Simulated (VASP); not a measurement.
AlBSb2:

```xyz
4
Lattice="4.0065 0.0000 0.0000 0.0000 4.0065 0.0000 0.0000 0.0000 5.8801" Properties=species:S:1:pos:R:3 pbc="T T T"
B     0.0000    0.0000    0.0000
Sb    0.0000    2.0032    1.2633
Sb    2.0032    0.0000    4.6167
Al    2.0032    2.0032    2.9400
```

Base run:

| Item | Value |
| --- | --- |
| Program | VASP 6.6.1 |
| Functional | r2SCAN |
| Potentials or basis | VASP PAW PBE potentials, release 64 (B, Sb, Al) |
| Cutoff | 520 eV |
| k mesh | 6 × 6 × 4 |
| Occupations | fermi-dirac, width 0.02 eV |
| Spin | no spin polarisation |

Its results: band gap on the k mesh 0.12 eV, direct; pressure 0.3 GPa; largest force 0.010 eV/Å.

Problem. The run is repeated on the same cell with these changes: functional from r2SCAN to PBE. What comes out?

Solution. Band gap on the k mesh zero (filled and empty bands touch); pressure 1.4 GPa; largest force 0.135 eV/Å.

r2SCAN gives the wider gap, since meta-GGAs in the generalised Kohn-Sham scheme recover part of the derivative discontinuity.

Caveats: spin-orbit coupling is left out, which moves the levels of the heavy elements; the PAW data sets were made with another functional, which shifts forces and pressure a little (some runs).

A k mesh can miss the band edges.
